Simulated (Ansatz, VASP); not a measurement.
Mg: VASP beside Ansatz

```
Mg
1.0
     2.94735    0.00000    0.00000
     0.00000    2.94735    0.00000
     0.00000    0.00000    2.94735
Mg
1
Direct
  0.00000 0.00000 0.00000
```

Change from the starting cell: volume scaled by 0.95, LAPW.

Alike in both runs: task single point; functional PBEsol; k mesh 13 × 13 × 13; occupations fermi-dirac, width 0.1 eV; no spin polarisation.

|  | VASP | Ansatz |
| --- | --- | --- |
| version | VASP 6.6.1 | Ansatz 0.2.0 |
| potentials or method | VASP PAW PBE potentials, release 64 (Mg), cutoff 520 eV | all-electron LAPW, scalar-relativistic |

```tsv
	VASP	Ansatz	Ansatz less VASP
pressure (GPa)	1.4	1.3	0.00
```

VASP's potentials were made for PBE, not for PBEsol. Ansatz ran all-electron here, and VASP with PAW potentials.
